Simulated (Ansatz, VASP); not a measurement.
**ZrC3: VASP beside Ansatz**

```
Zr C
1.0
     4.30429    0.00000    0.00000
     0.00000    4.30429    0.00000
     0.00000    0.00000    4.30429
Zr C
2 6
Direct
  0.00000 0.00000 0.00000
  0.50000 0.50000 0.50000
  0.00000 0.50000 0.25000
  0.00000 0.50000 0.75000
  0.25000 0.00000 0.50000
  0.75000 0.00000 0.50000
  0.50000 0.75000 0.00000
  0.50000 0.25000 0.00000
```

Alike in both runs: functional PBE; k mesh 10 × 10 × 10; occupations gaussian, width 0.1 eV; no spin polarisation.

Ansatz relaxed the structure, and its values are those at the end. VASP's run is a single point on that final structure, the one shown.

|  | VASP | Ansatz |
| --- | --- | --- |
| version | VASP 6.6.1 | Ansatz 0.2.0 |
| potentials or method | VASP PAW PBE potentials, release 64 (Zr_sv, C), cutoff 600 eV | scalar-relativistic, plane waves, PAW |
| valence electrons in the cell | 48 | 48 |

Ansatz gave:

```
gap on the k mesh at the Fermi level (eV) : none
pressure (GPa)                            : 0.0
```

Question: Which values does VASP return?

Answer: gap on the k mesh at the Fermi level (eV): none; pressure (GPa): 0.2.

A gap of «none» marks a metal or a gap that the smearing closes.
